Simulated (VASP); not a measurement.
# WS2 (P6_3/mmc) in VASP: a series of runs

WS2 is run at these levels: LDA+U; tasks: single point.

Program: VASP 6.6.1. These are calculated values, not measurements. Logs are shortened: lines on timing, memory, paths and dates and some standing lists are left out, and cuts for length are marked.

## (1) The cell of the first run

Symmetry: P6_3/mmc, No. 194, hexagonal system. The conventional cell has a = 3.180 Å, b = 3.180 Å, c = 12.500 Å, α = 90.00°, β = 90.00°, γ = 120.00°. Within 3.2 Å of W (site symmetry -6m2) lie 6 S at 2.45 Å and 6 W at 3.18 Å. Within 3.3 Å of S (site symmetry 3m) lie 3 W at 2.45 Å and 7 S at 3.18 to 3.25 Å.

## (2) Single point, LDA+U, collinear spin

INCAR

```
SYSTEM = WS2
  PREC = Accurate
  ENCUT = 520
  EDIFF = 1E-6
  ISMEAR = 0
  SIGMA = 0.05
  LREAL = .False.
  LASPH = .True.
  NELM = 150
  ALGO = Normal
  ISIF = 2
  LWAVE = .False.
  LCHARG = .False.
  ISPIN = 2
  MAGMOM = 2 2 0 0 0 0
  LORBIT = 11
  LMAXMIX = 4
  LDAU = .True.
  LDAUTYPE = 2
  LDAUL = 2 -1
  LDAUU = 3 0
  LDAUJ = 0 0
  LDAUPRINT = 1
  GGA = CA
  NBANDS = 39
```

KPOINTS

```
regular mesh
0
Gamma
  7 7 2
  0 0 0
```

POSCAR

```
WS2
1.0
    3.1799994900      0.0000000000      0.0000000000
   -1.5899997400      2.7539603400      0.0000000000
    0.0000000000      0.0000000000     12.4999993200
W S
2 4
Direct
    0.3333333333      0.6666666667      0.2500000000
    0.6666666667      0.3333333333      0.7500000000
    0.3333333333      0.6666666667      0.6200000000
    0.6666666667      0.3333333333      0.1200000000
    0.3333333333      0.6666666667      0.8800000000
    0.6666666667      0.3333333333      0.3800000000
```

Potentials or basis: VASP PAW LDA potentials, release 64 (W_sv, S).

Command:

```sh
cat potpaw_LDA.64/W_sv/POTCAR potpaw_LDA.64/S/POTCAR > POTCAR
mpirun -np 1 vasp_std > vasp.out
```

OUTCAR:

```text
SYSTEM = WS2
   PREC = Accurate
   ENCUT = 520
   EDIFF = 1E-6
   ISMEAR = 0
   LREAL = .False.
   LASPH = .True.
   NELM = 150
   ISIF = 2
   ISPIN = 2
   LORBIT = 11
   GGA = CA

 ion  position               nearest neighbor table
   1  0.333  0.667  0.250-   4 2.45   6 2.45   4 2.45   6 2.45   4 2.45   6 2.45
   2  0.667  0.333  0.750-   3 2.45   5 2.45   3 2.45   5 2.45   3 2.45   5 2.45
   3  0.333  0.667  0.620-   2 2.45   2 2.45   2 2.45
   4  0.667  0.333  0.120-   1 2.45   1 2.45   1 2.45
   5  0.333  0.667  0.880-   2 2.45   2 2.45   2 2.45
   6  0.667  0.333  0.380-   1 2.45   1 2.45   1 2.45

  LATTYP: Found a hexagonal cell.
 ALAT       =     3.1799994900
 C/A-ratio  =     3.9308180266

  Lattice vectors:

 A1 = (   3.1799994900,   0.0000000000,   0.0000000000)
 A2 = (  -1.5899997400,   2.7539603400,   0.0000000000)
 A3 = (   0.0000000000,   0.0000000000,  12.4999993200)

Analysis of symmetry for initial positions (statically):
=====================================================================
 Subroutine PRICEL returns:
 Original cell was already a primitive cell.

 Routine SETGRP: Setting up the symmetry group for a
 hexagonal supercell.

 Subroutine GETGRP returns: Found 24 space group operations
 (whereof 12 operations were pure point group operations)
 out of a pool of 24 trial point group operations.

The static configuration has the point symmetry D_3d.
 The point group associated with its full space group is D_6h.

Analysis of symmetry for dynamics (positions and initial velocities):
=====================================================================
 Subroutine PRICEL returns:
 Original cell was already a primitive cell.

 Routine SETGRP: Setting up the symmetry group for a
 hexagonal supercell.

 Subroutine GETGRP returns: Found 24 space group operations
 (whereof 12 operations were pure point group operations)
 out of a pool of 24 trial point group operations.

The dynamic configuration has the point symmetry D_3d.
 The point group associated with its full space group is D_6h.

Analysis of structural, dynamic, and magnetic symmetry:
=====================================================================
 Subroutine PRICEL returns:
 Original cell was already a primitive cell.

[... 214 lines left out ...]
  o =  0.3601  v = -0.0000 -0.0000  1.0000  0.0000 -0.0000  0.0000  0.0000  0.0000  0.0000  0.0000      0.0000  0.0000  0.0000  0.0000  0.0000  0.0000  0.0000  0.0000  0.0000  0.0000

 number of electron      52.0000006 magnetization       0.0024316

 Free energy of the ion-electron system (eV)
  ---------------------------------------------------
  ext. energy  EPLUGINS =         0.00000000
  ---------------------------------------------------
  free energy    TOTEN  =       -45.53932154 eV

  energy without entropy =      -45.53932154  energy(sigma->0) =      -45.53932154

 E-fermi :   7.1273     XC(G=0): -11.1513

 val. band max:        6.9143890165   @ k =   0.0000   0.0000   0.0000
 cond. band min:       7.9452571315   @ k =   0.1429   0.1429   0.0000
 fundamental gap:      1.0308681151
 Fermi energy:         7.1272872601

 spin component 1

 k-point     1 :       0.0000    0.0000    0.0000
  band No.  band energies     occupation
      1     -67.6243      1.00000
      2     -67.6243      1.00000
      3     -32.0743      1.00000
      4     -32.0742      1.00000
      5     -31.9108      1.00000
      6     -31.9108      1.00000
[... 645 lines left out ...]
     37      13.9626      0.00000
     38      13.9626      0.00000
 Fermi energy:         7.1272872601

 spin component 2

 k-point     1 :       0.0000    0.0000    0.0000
  band No.  band energies     occupation
      1     -67.6247      1.00000
      2     -67.6247      1.00000
      3     -32.0745      1.00000
      4     -32.0745      1.00000
      5     -31.9110      1.00000
      6     -31.9110      1.00000
[... 645 lines left out ...]
     37      13.9629      0.00000
     38      13.9629      0.00000
 [bands above 38 left out]

------------------------ aborting loop because EDIFF is reached ----------------------------------------

  FORCE on cell =-STRESS in cart. coord.  units (eV):
  Direction    XX          YY          ZZ          XY          YZ          ZX
  --------------------------------------------------------------------------------------
  -------------------------------------------------------------------------------------
  Total       -4.9936139     -4.9936139     -8.2796552     -0.0000000     -0.0000000     -0.0000000
  in kB      -73.0854327    -73.0854326   -121.1792086     -0.0000001     -0.0000000     -0.0000000
  external PRESSURE =     -89.1166913 kB  Pullay stress =       0.0000000 kB

 VOLUME and BASIS-vectors are now :
 -----------------------------------------------------------------------------
  energy-cutoff  :      520.00
  volume of cell :      109.47
      direct lattice vectors                 reciprocal lattice vectors
     3.179999490  0.000000000  0.000000000     0.314465459  0.181556717  0.000000000
    -1.589999740  2.753960340  0.000000000     0.000000000  0.363113435  0.000000000
     0.000000000  0.000000000 12.499999320     0.000000000  0.000000000  0.080000004

 POSITION                                       TOTAL-FORCE (eV/Angst)
 -----------------------------------------------------------------------------------
      0.00000      1.83597      3.12500         0.000000      0.000000     -0.000000
      1.59000      0.91799      9.37500        -0.000000     -0.000000     -0.000000
      0.00000      1.83597      7.75000         0.000000     -0.000000      1.192255
      1.59000      0.91799      1.50000        -0.000000     -0.000000      1.192255
      0.00000      1.83597     11.00000        -0.000000      0.000000     -1.192255
      1.59000      0.91799      4.75000         0.000000     -0.000000     -1.192255
 -----------------------------------------------------------------------------------
    total drift:                               -0.000000      0.000000     -0.000000

  FREE ENERGIE OF THE ION-ELECTRON SYSTEM (eV)
  ---------------------------------------------------
  free  energy   TOTEN  =       -45.5393215359 eV

  energy  without entropy=      -45.5393215359  energy(sigma->0) =      -45.53932154

 total charge

# of ion       s       p       d       tot
------------------------------------------
    1        2.323   6.309   3.269  11.901
    2        2.323   6.309   3.269  11.901
    3        1.359   2.329   0.000   3.688
    4        1.359   2.329   0.000   3.688
    5        1.359   2.329   0.000   3.688
    6        1.359   2.329   0.000   3.688
--------------------------------------------------
tot         10.081  21.934   6.538  38.553

 magnetization (x)

# of ion       s       p       d       tot
------------------------------------------
    1       -0.000  -0.000  -0.000  -0.000
    2       -0.000  -0.000  -0.000  -0.000
    3       -0.000  -0.000   0.000  -0.000
    4       -0.000  -0.000   0.000  -0.000
    5       -0.000  -0.000   0.000  -0.000
    6       -0.000  -0.000   0.000  -0.000
--------------------------------------------------
tot         -0.000  -0.000  -0.000  -0.000
```

Run time: 55 s. Hardware: 1 thread of Intel Xeon 6975P-C (Granite Rapids), shared host; peak memory 0.26 GiB.

Results:

```
Free energy                                           : -45.5393 eV
Pressure                                              : -8.9 GPa
Largest force                                         : 1.192 eV/Å
Band gap on the k mesh                                : 1.03 eV (least direct gap 2.23 eV)
Net moment                                            : 0.00 μB per cell
Valence electrons inside the program's atomic spheres : W 11.90; S 3.69
```

Forces on the atoms (eV/Å):
```
W    0.000  0.000  0.000
W    0.000  0.000  0.000
S    0.000  0.000  1.192
S    0.000  0.000  1.192
S    0.000  0.000 -1.192
S    0.000  0.000 -1.192
```

Stress tensor (GPa, compression positive):
```
 -7.31   0.00   0.00
  0.00  -7.31   0.00
  0.00   0.00 -12.12
```

Eigenvalues of the final occupation matrices:
| site | spin | trace | eigenvalues |
| --- | --- | --- | --- |
| site 1 d | 1 | 1.66 | 0.32 0.32 0.33 0.33 0.36 |
| site 1 d | 2 | 1.66 | 0.32 0.32 0.33 0.33 0.36 |
| site 2 d | 1 | 1.66 | 0.32 0.32 0.33 0.33 0.36 |
| site 2 d | 2 | 1.66 | 0.32 0.32 0.33 0.33 0.36 |

Caveat: the cell stands under tension; spin-orbit coupling is left out, which moves the levels of the heavy elements; an odd mesh through Γ misses points on the zone boundary, where band edges can lie; forces of over 1 eV/Å act on the atoms, so gaps and moduli don't describe the material at rest.

## (3) Single point, LDA+U, collinear spin

INCAR

```
SYSTEM = WS2
PREC = Accurate ; ENCUT = 520
EDIFF = 1E-6 ; ISMEAR = 0
SIGMA = 0.05 ; LREAL = .False.
LASPH = .True. ; NELM = 150
ALGO = Normal ; ISIF = 2
LWAVE = .False. ; LCHARG = .False.
ISPIN = 2 ; MAGMOM = 1.33 1.33 0.12 0.12 0.12 0.12
LORBIT = 11 ; NUPDOWN = 4.4
LMAXMIX = 4 ; LDAU = .True.
LDAUTYPE = 2 ; LDAUL = 2 -1
LDAUU = 3 0 ; LDAUJ = 0 0
LDAUPRINT = 1 ; GGA = CA
NBANDS = 39
```

KPOINTS is that of step 2.

POSCAR is that of step 2.

Potentials or basis: VASP PAW LDA potentials, release 64 (W_sv, S).

Command:

```sh
cat potpaw_LDA.64/W_sv/POTCAR potpaw_LDA.64/S/POTCAR > POTCAR
mpirun -np 1 vasp_std > vasp.out
```

Wall time 59 s (1 thread of Intel Xeon 6975P-C (Granite Rapids), shared host); peak memory 0.25 GiB.

The run converged. Its results:

```yaml
Free_energy: -40.4358 eV
Pressure: 3.8 GPa
Largest_force: 0.225 eV/Å
Net_moment: 4.40 μB per cell
Site_moments: W +1.42; S +0.12 μB
Valence_electrons_inside_the_program's_atomic_spheres: W 11.97; S 3.69
```

Forces on the atoms (eV/Å):
```
W    0.000  0.000  0.000
W    0.000  0.000  0.000
S    0.000  0.000  0.225
S    0.000  0.000  0.225
S    0.000  0.000 -0.225
S    0.000  0.000 -0.225
```

Stress tensor (GPa, compression positive):
```
 7.18  0.00  0.00
 0.00  7.18  0.00
 0.00  0.00 -3.06
```

Eigenvalues of the final occupation matrices:
```tsv
site	spin	trace	eigenvalues
site 1 d	1	2.39	0.33 0.33 0.56 0.56 0.62
site 1 d	2	1.01	0.10 0.16 0.16 0.29 0.29
site 2 d	1	2.39	0.33 0.33 0.56 0.56 0.62
site 2 d	2	1.01	0.10 0.16 0.16 0.29 0.29
```

Caveat: the moment is held away from its start; the cell stands under pressure; spin-orbit coupling is left out, which moves the levels of the heavy elements; the total moment is fixed, so each spin has its own Fermi level.

## (4) Single point, LDA+U, collinear spin

INCAR

```
SYSTEM = WS2
  ALGO = Normal
  EDIFF = 1E-7
  ENCUT = 520
  ISIF = 2
  ISMEAR = 0
  ISPIN = 2
  LASPH = .True.
  LCHARG = .False.
  LDAU = .True.
  LDAUJ = 0 0
  LDAUL = 2 -1
  LDAUPRINT = 1
  LDAUTYPE = 2
  LDAUU = 3 0
  LMAXMIX = 4
  LORBIT = 11
  LREAL = .False.
  LWAVE = .False.
  MAGMOM = 0.96 0.96 0.06 0.06 0.06 0.06
  NBANDS = 39
  NELM = 150
  NUPDOWN = 3.0
  PREC = Accurate
  SIGMA = 0.05
```

KPOINTS

```
k-points
0
Gamma
  7 7 2
  0 0 0
```

POSCAR is that of step 3.

Command:

```sh
cat potpaw_LDA.64/W_sv/POTCAR potpaw_LDA.64/S/POTCAR > POTCAR
mpirun -np 1 vasp_std > vasp.out
```

It took 69 s on 1 thread of Intel Xeon 6975P-C (Granite Rapids), shared host; peak memory 0.25 GiB.

It converged, with:

```yaml
Free_energy: -42.2722 eV
Pressure: -1.2 GPa
Largest_force: 0.517 eV/Å
Net_moment: 3.00 μB per cell
Site_moments: W +1.02; S +0.06 μB
Valence_electrons_inside_the_program's_atomic_spheres: W 11.93; S 3.69
```

Forces on the atoms (eV/Å):
```
W    0.000  0.000  0.000
W    0.000  0.000  0.000
S    0.000  0.000  0.517
S    0.000  0.000  0.517
S    0.000  0.000 -0.517
S    0.000  0.000 -0.517
```

Stress tensor (GPa, compression positive):
```
 1.16  0.00  0.00
 0.00  1.16  0.00
 0.00  0.00 -5.80
```

Eigenvalues of the final occupation matrices:
```
    site  spin  trace               eigenvalues
site 1 d     1   2.18  0.33 0.33 0.46 0.46 0.60
site 1 d     2   1.17  0.16 0.20 0.20 0.30 0.30
site 2 d     1   2.18  0.33 0.33 0.46 0.46 0.60
site 2 d     2   1.17  0.16 0.20 0.20 0.30 0.30
```

Caveat: spin-orbit coupling is left out, which moves the levels of the heavy elements; the total moment is fixed, so each spin has its own Fermi level.

## (5) Summary

```tsv
fixed moment (μB)	pressure (GPa)	moment (μB)	largest force (eV/Å)
-	-8.9	0.00	1.19
4.4	3.8	4.40	0.22
3.0	-1.2	3.00	0.52
```

Alike in all rows: task single point; level LDA+U; potentials or basis VASP PAW LDA potentials, release 64 (W_sv, S); spin collinear; W d U = 3.0 eV; cell as given; k mesh 7 × 7 × 2; cutoff (eV) 520; smearing gaussian 0.05 eV.

Caveats: spin-orbit coupling is left out, which moves the levels of the heavy elements; the total moment is fixed, so each spin has its own Fermi level (at least some runs); the cell stands under tension (at least some runs); an odd mesh through Γ misses points on the zone boundary, where band edges can lie (at least some runs); forces of over 1 eV/Å act on the atoms, so gaps and moduli don't describe the material at rest (at least some runs); the moment is held away from its start (at least some runs); the cell stands under pressure (at least some runs).

Total energies depend on the potentials used, so only differences within one code and one set of settings carry meaning.
